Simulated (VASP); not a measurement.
Input of a VASP 6.6.1 run:

The input INCAR:

```
SYSTEM = Tl
PREC = Accurate ; ENCUT = 520
EDIFF = 1E-6 ; ISMEAR = 0
SIGMA = 0.05 ; LREAL = .False.
LASPH = .True. ; NELM = 100
ALGO = Normal ; ISIF = 2
LWAVE = .False. ; LCHARG = .False.
GGA = PE ; NBANDS = 20
```

Contents of KPOINTS:

```
regular mesh
0
Gamma
  11 11 6
  0 0 0
```

POSCAR

```
Tl
1.0
    3.4559983565      0.0000000000      0.0000000000
   -1.7279991783      2.9929823722      0.0000000000
    0.0000000000      0.0000000000      5.5250000000
Tl
2
Direct
    0.3333333333      0.6666666667      0.2500000000
    0.6666666667      0.3333333333      0.7500000000
```

Potentials or basis: VASP PAW PBE potentials, release 64 (Tl_d).

Command:

```bash
$ cat potpaw_PBE.64/Tl_d/POTCAR > POTCAR
$ mpirun -np 1 vasp_std > vasp.out
```

Problem. What does it give for the pressure?

Solution. 3.1 GPa.

Problem. Predict the band gap on the k mesh.

Solution. Zero (bands 13 and 14 overlap by 5.65 eV).

Stress tensor (GPa, compression positive):
```
2.97 0.00 0.00
0.00 2.97 0.00
0.00 0.00 3.44
```

Caveat: the cell stands under pressure; spin-orbit coupling is left out, which moves the levels of the heavy elements.
